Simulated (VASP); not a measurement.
SnO2:

```
Sn O
1.0
     4.73800    0.00000    0.00000
     0.00000    4.73800    0.00000
     0.00000    0.00000    3.18650
Sn O
2 4
Direct
  0.50000 0.50000 0.50000
  0.00000 0.00000 0.00000
  0.80710 0.19290 0.50000
  0.69290 0.69290 0.00000
  0.19290 0.80710 0.50000
  0.30710 0.30710 0.00000
```

* Program: VASP 6.6.1
* Task: relaxation of cell and atoms
* Functional: PBEsol
* Dispersion: D4
* Potentials or basis: VASP PAW PBE potentials, release 64 (Sn_d, O)
* Cutoff: 600 eV
* k mesh: 6 × 6 × 8
* Occupations: fermi-dirac, width 0.05 eV
* Spin: no spin polarisation

At the start: pressure 3.2 GPa; volume 11.92 Å³/atom.

**Question.** How do energy, volume and symmetry change on relaxing?

**Answer.** Over 5 steps the energy falls by 2.3 meV/atom and the volume is 12.08 Å³/atom (+1.3 %); space group P4_2/mnm (No. 136, to 0.1 Å) before and after.

Step by step:
```tsv
step	energy change (eV)	largest force (eV/Å)	pressure (GPa)	volume (Å³)
1	0.0000	0.2246	3.22	71.53
2	0.0103	0.1618	-4.35	74.04
3	-0.0135	0.0471	-0.19	72.59
4	-0.0135	0.0506	-0.08	72.57
5	-0.0138	0.0060	0.05	72.48
```

Final structure:
```xyz
6
Lattice="4.7523 0.0000 0.0000 0.0000 4.7523 0.0000 0.0000 0.0000 3.2091" Properties=species:S:1:pos:R:3 pbc="T T T"
Sn    2.3762    2.3762    1.6046
Sn    4.7523    0.0000    0.0000
O     3.8309    0.9214    1.6046
O     3.2976    3.2976    3.2091
O     0.9214    3.8309    1.6046
O     1.4548    1.4548    0.0000
```

Caveat: the PAW data sets were made with another functional, which shifts forces and pressure a little.
